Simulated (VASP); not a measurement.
Here is a VASP 6.6.1 calculation.

INCAR

```
  PREC = Accurate
  ENCUT = 600
  EDIFF = 1E-6
  ISMEAR = 0
  SIGMA = 0.1
  LREAL = F
  LASPH = T
  NELM = 80
  ALGO = Fast
  ISIF = 3
  LWAVE = F
  LCHARG = F
  GGA = PS
  IBRION = 2
  NSW = 70
  EDIFFG = -0.008
  PSTRESS = 600.0
```

The input KPOINTS:

```
Automatic mesh
0
Gamma
  18 18 10
```

Contents of POSCAR:

```
Ti
1.0
    2.6497815857      0.0000000000      0.0000000000
   -1.3248907928      2.2947781677      0.0000000000
    0.0000000000      0.0000000000      4.2251144578
Ti
2
Direct
    0.3333333333      0.6666666667      0.2500000000
    0.6666666667      0.3333333333      0.7500000000
```

Potentials or basis: VASP PAW PBE potentials, release 64 (Ti_sv).

Run with:

```bash
$ cat potpaw_PBE.64/Ti_sv/POTCAR > POTCAR
$ mpirun -np 1 vasp_std > vasp.out
```

(1) Estimate the space group after relaxing (to 0.05 Å).

(2) Estimate the relaxed volume.

(3) What does it give for the relaxed cell?

## Answers

(1) P6_3/mmc (No. 194).

(2) 12.24 Å³/atom.

(3) a = 2.588 Å, b = 2.588 Å, c = 4.222 Å, α = 90.00°, β = 90.00°, γ = 120.00°.

Caveat: the cell is relaxed towards a set pressure, so the enthalpy falls and the energy may rise; the PAW data sets were made with another functional, which shifts forces and pressure a little.
